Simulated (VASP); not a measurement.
The system is CuO.

```xyz
4
Lattice="2.3404 -1.7108 -0.0229 2.3197 1.6825 -0.0101 -0.8909 0.0241 5.0786" Properties=species:S:1:pos:R:3 pbc="T T T"
Cu    1.1314    0.8451   -0.0328
Cu    0.6592   -0.8608    2.5221
O     2.0366   -0.3045    1.2916
O     1.5596    0.2913    3.7421
```

Program: VASP 6.6.1. Alike in all runs: task single point; level PBEsol; potentials or basis VASP PAW PBE potentials, release 64 (Cu, O); no spin polarisation; cell as given; cutoff (eV) 520; smearing gaussian 0.1 eV. Hardware: 1 thread of AMD EPYC 9R45 96-Core Processor (Zen 5) (shared host).

Order these runs on this cell by their wall time, lowest first.
A. k mesh 1 × 1 × 1
B. k mesh 2 × 2 × 2
C. k mesh 6 × 6 × 4

A (3.9 s), B (14 s), C (52 s).

Caveats: all runs use coarse meshes.
